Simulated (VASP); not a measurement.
# Re in VASP: a series of runs, part 2 of 2

VASP 6.6.1.

## Step 3: Relaxation of cell and atoms, BLYP+D3(BJ)

The input, INCAR:

```
PREC = Accurate
ENCUT = 600
EDIFF = 1E-6
ISMEAR = -1
SIGMA = 0.05
LREAL = False
LASPH = True
NELM = 60
ALGO = Normal
ISIF = 3
LWAVE = False
LCHARG = False
GGA = B5
ALDAX = 1.0
AGGAX = 1.0
AGGAC = 1.0
ALDAC = 0.0
IVDW = 12
VDW_S6 = 1.0
VDW_S8 = 2.6996
VDW_A1 = 0.4298
VDW_A2 = 4.2359
IBRION = 2
NSW = 60
EDIFFG = -0.01
```

The input, KPOINTS:

```
Automatic mesh
0
Gamma
  11 11 6
```

The input, POSCAR:

```
Re
1.0
    2.7608000000      0.0000000000      0.0000000000
   -1.3804000000      2.3909229348      0.0000000000
    0.0000000000      0.0000000000      4.4582000000
Re
2
Direct
    0.6666666667      0.3333333333      0.7500000000
    0.3333333333      0.6666666667      0.2500000000
```

Potentials or basis: VASP PAW PBE potentials, release 64 (Re).

Run with:

```sh
> cat potpaw_PBE.64/Re/POTCAR > POTCAR
> mpirun -np 1 vasp_std > vasp.out
```

OUTCAR:

```text
PREC = Accurate
   ENCUT = 600
   EDIFF = 1E-6
   ISMEAR = -1
   LREAL = False
   LASPH = True
   NELM = 60
   ISIF = 3
   GGA = B5
   IVDW = 12
   IBRION = 2
   NSW = 60
   EDIFFG = -0.01
 IVDW          = 12

 ion  position               nearest neighbor table
   1  0.667  0.333  0.750-   2 2.74   2 2.74   2 2.74   2 2.74   2 2.74   2 2.74
   2  0.333  0.667  0.250-   1 2.74   1 2.74   1 2.74   1 2.74   1 2.74   1 2.74

  LATTYP: Found a hexagonal cell.
 ALAT       =     2.7608000000
 C/A-ratio  =     1.6148217908

  Lattice vectors:

 A1 = (   2.7608000000,   0.0000000000,   0.0000000000)
 A2 = (  -1.3804000000,   2.3909229348,   0.0000000000)
 A3 = (   0.0000000000,   0.0000000000,   4.4582000000)

Analysis of symmetry for initial positions (statically):
=====================================================================
 Subroutine PRICEL returns:
 Original cell was already a primitive cell.

 Routine SETGRP: Setting up the symmetry group for a
 hexagonal supercell.

 Subroutine GETGRP returns: Found 24 space group operations
 (whereof 12 operations were pure point group operations)
 out of a pool of 24 trial point group operations.

The static configuration has the point symmetry D_3d.
 The point group associated with its full space group is D_6h.

Analysis of symmetry for dynamics (positions and initial velocities):
=====================================================================
 Subroutine PRICEL returns:
[... 274 lines left out ...]

  energy  without entropy=      -24.5984810971  energy(sigma->0) =      -24.60508053

[... ionic steps 4 to 9 ...]

--------------------------------------- Ionic step       10  -------------------------------------------

 number of electron      14.0000000 magnetization

------------------------ aborting loop because EDIFF is reached ----------------------------------------
[... 75 lines left out ...]
--------------------------------------- Ionic step       12  -------------------------------------------

 number of electron      14.0000000 magnetization

 Free energy of the ion-electron system (eV)
  ---------------------------------------------------
  ext. energy  EPLUGINS =         0.00000000
  ---------------------------------------------------
  free energy    TOTEN  =       -21.45896442 eV

  energy without entropy =      -21.44574986  energy(sigma->0) =      -21.45235714

 E-fermi :   8.3796     XC(G=0): -12.9695

 val. band max:        8.3733498772   @ k =   0.0000   0.0000   0.1667
 cond. band min:       8.4136190495   @ k =   0.1818   0.0909   0.0000
 fundamental gap:      0.0402691723
 Fermi energy:         8.3796425196

 k-point     1 :       0.0000    0.0000    0.0000
  band No.  band energies     occupation
      1      -1.2466      2.00000
      2       1.8697      2.00000
      3       6.7627      2.00000
      4       6.7627      2.00000
      5       6.7838      2.00000
      6       7.5783      2.00000
      7       7.5783      2.00000
      8       8.4644      0.31026
      9       8.4644      0.31026
     10       9.2952      0.00000
     11      11.6262      0.00000
[... 309 lines left out ...]
 k-point    24 :       0.1818    0.0909    0.1667
  band No.  band energies     occupation
      1       1.0445      2.00000
      2       3.5508      2.00000
      3       4.9281      2.00000
      4       5.2060      2.00000
      5       6.4242      2.00000
      6       7.1070      2.00000
      7       7.7022      2.00000
      8       8.6263      0.01432
      9       9.3211      0.00000
     10       9.6916      0.00000
     11      12.0158      0.00000

 [... further k-points ...]

------------------------ aborting loop because EDIFF is reached ----------------------------------------

 Edisp (eV)   -3.15278

 E8    (eV) :    -2.4697
[... 25 lines left out ...]
  FREE ENERGIE OF THE ION-ELECTRON SYSTEM (eV)
  ---------------------------------------------------
  free  energy   TOTEN  =       -24.6117458651 eV

  energy  without entropy=      -24.5985313067  energy(sigma->0) =      -24.60513859

 reached required accuracy - stopping structural energy minimisation
```

OSZICAR:

```text
N       E                     dE             d eps       ncg     rms          rms(c)
DAV:   1     0.397098595566E+02    0.39710E+02   -0.74542E+03  2491   0.173E+03
DAV:   2    -0.150121128501E+02   -0.54722E+02   -0.46957E+02  2194   0.331E+02
DAV:   3    -0.222162452873E+02   -0.72041E+01   -0.58491E+01  2354   0.296E+02
DAV:   4    -0.226253293956E+02   -0.40908E+00   -0.36925E+00  2542   0.334E+01
[... 67 lines left out ...]
       N       E                     dE             d eps       ncg     rms          rms(c)
DAV:   1    -0.214589883004E+02    0.30085E-02   -0.32856E-03  1641   0.356E+00    0.182E-01
DAV:   2    -0.214589699149E+02    0.18386E-04   -0.41919E-05  2306   0.238E-01    0.569E-02
DAV:   3    -0.214589643612E+02    0.55537E-05   -0.14284E-05  2011   0.135E-01    0.113E-02
DAV:   4    -0.214589644191E+02   -0.57901E-07   -0.84219E-08   746   0.146E-02
  12 F= -.24611746E+02 E0= -.24605139E+02  d E =-.249828E-05
```

CONTCAR:

```text
Re
   1.00000000000000
     2.7728667109006135   -0.0000000000000000   -0.0000000000000000
    -1.3864333554503068    2.4013730129804722   -0.0000000000000000
    -0.0000000000000000   -0.0000000000000000    4.4668917198822813
  Re
     2
Direct
     0.6666666667000030    0.3333333332999970    0.7500000000000000
     0.3333333332999970    0.6666666667000030    0.2500000000000000

  0.00000000E+00  0.00000000E+00  0.00000000E+00
  0.00000000E+00  0.00000000E+00  0.00000000E+00
```

Wall time 6 min (1 thread of Intel Xeon 8259CL, shared host); peak memory 0.16 GiB.

Results:

| Property | Result |
| --- | --- |
| Free energy | -24.6117 eV |
| Relaxed volume | 14.87 Å³/atom |
| Relaxed cell | a = 2.773 Å, b = 2.773 Å, c = 4.467 Å, α = 90.00°, β = 90.00°, γ = 120.00° |
| Space group after relaxing (to 0.1 Å) | P6_3/mmc (No. 194) |
| Energy gained by relaxing | 2.0 meV/atom |
| Ionic steps | 12 |
| Pressure after relaxing | 0.0 GPa |
| Band gap on the k mesh | zero (bands 7 and 8 overlap by 3.30 eV) |
| Dispersion energy per atom | -1.576 eV |

The path:
```csv
step,energy change (eV),largest force (eV/Å),pressure (GPa),volume (Å³)
1,0.0000,0.0000,4.07,29.43
2,0.0570,0.0000,-14.39,31.05
3,-0.0040,0.0000,-0.12,29.75
4,-0.0040,0.0000,-0.08,29.75
5,-0.0040,0.0000,0.02,29.74
6,-0.0041,0.0000,0.12,29.73
7,-0.0041,0.0000,0.11,29.74
8,-0.0041,0.0000,0.11,29.74
9,-0.0041,0.0000,0.11,29.74
10,-0.0041,0.0000,0.11,29.74
11,-0.0041,0.0000,-0.31,29.77
12,-0.0041,0.0000,0.00,29.74
```

Final structure:
```
Re
1.0
     2.77287    0.00000    0.00000
    -1.38643    2.40137    0.00000
     0.00000    0.00000    4.46689
Re
2
Direct
  0.66667 0.33333 0.75000
  0.33333 0.66667 0.25000
```

Levels at points of the mesh, in eV from the Fermi level:
```
           k point  band 4  band 5  band 6  band 7  band 8  band 9  band 10  band 11
(0.00, 0.00, 0.00)   -1.62   -1.60   -0.80   -0.80    0.08    0.08     0.92     3.25
(0.00, 0.00, 0.50)   -2.32   -1.76   -1.76   -1.76   -1.76    2.43     2.43     2.43
```

Caveat: the dispersion term is far too large for a dense solid, which distorts pressure and volume; the PAW data sets were made with another functional, which shifts forces and pressure a little; spin-orbit coupling is left out, which moves the levels of the heavy elements.

## Step 4: Single point, PBEsol (atoms moved at random)

The input, INCAR:

```
SYSTEM = Re
PREC     = Accurate       ! precision mode
ENCUT    = 520            ! plane-wave cutoff, eV
EDIFF    = 1E-6           ! SCF threshold, eV
ISMEAR   = -1             ! smearing method
SIGMA    = 0.05           ! smearing width, eV
LREAL    = .FALSE.        ! projectors in reciprocal space
LASPH    = .TRUE.         ! aspherical terms in the spheres
NELM     = 100            ! most SCF steps
ALGO     = Fast           ! electronic algorithm
ISIF     = 2              ! what is computed and relaxed
LWAVE    = .FALSE.        ! write WAVECAR
LCHARG   = .FALSE.        ! write CHGCAR
GGA      = PS             ! functional
NBANDS   = 14             ! bands
```

The input, KPOINTS:

```
regular mesh
0
G
  11 11 6
  0 0 0
```

The input, POSCAR:

```
Re
1.0
    2.7608000000      0.0000000000      0.0000000000
   -1.3804000000      2.3909229348      0.0000000000
    0.0000000000      0.0000000000      4.4582000000
Re
2
Direct
    0.6651910000      0.3157920000      0.7640740000
    0.3298360000      0.6656080000      0.2440940000
```

Run with:

```sh
> cat potpaw_PBE.64/Re/POTCAR > POTCAR
> mpirun -np 1 vasp_std > vasp.out
```

Wall time 7.2 min (1 thread of AMD EPYC 7R43 (Zen 3), shared host); peak memory 0.22 GiB.

Results (log left out):

```yaml
Free_energy: -26.7173 eV
Pressure: -2.8 GPa
Largest_force: 0.451 eV/Å
Band_gap_on_the_k_mesh: zero (bands 7 and 8 overlap by 3.14 eV)
```

Forces in eV/Å, atoms in the order of the input:
```
Re  -0.151  0.205 -0.373
Re   0.151 -0.205  0.373
```

Stress tensor (GPa, compression positive):
```
-4.04  0.69  0.60
 0.69 -2.27 -0.86
 0.60 -0.86 -2.17
```

Levels at points of the mesh, in eV from the Fermi level:
```
           k point  band 4  band 5  band 6  band 7  band 8  band 9  band 10  band 11
(0.00, 0.00, 0.00)   -1.62   -1.57   -0.86   -0.78    0.12    0.43     0.71     3.20
(0.00, 0.00, 0.50)   -1.91   -1.79   -1.75   -1.73   -1.67    2.26     2.45     2.77
```

Caveat: the cell differs from its parent crystal (atoms moved at random); the PAW data sets were made with another functional, which shifts forces and pressure a little; spin-orbit coupling is left out, which moves the levels of the heavy elements.

## Step 5: Summary

```tsv
task	level	cell	cutoff (eV)	gap on the mesh (eV)	pressure (GPa)	relaxed volume (Å³/atom)
relaxation of cell and atoms	revPBE+D4	relaxed, atomic positions A	600	none	0.0	14.63
relaxation of cell and atoms	BLYP+D3(BJ)	relaxed, atomic positions A	600	none	0.0	14.87
single point	PBEsol	as given, atomic positions B	520	none	-2.8	-
```

Alike in all rows: potentials or basis VASP PAW PBE potentials, release 64 (Re); no spin polarisation; k mesh 11 × 11 × 6; smearing fermi-dirac 0.05 eV.

Caveats: the PAW data sets were made with another functional, which shifts forces and pressure a little; spin-orbit coupling is left out, which moves the levels of the heavy elements; the dispersion term is far too large for a dense solid, which distorts pressure and volume (at least some runs).

Total energies depend on the potentials used, so only differences within one code and one set of settings carry meaning.

The gap in the log of VASP goes by the Fermi energy; the results here count the filled bands.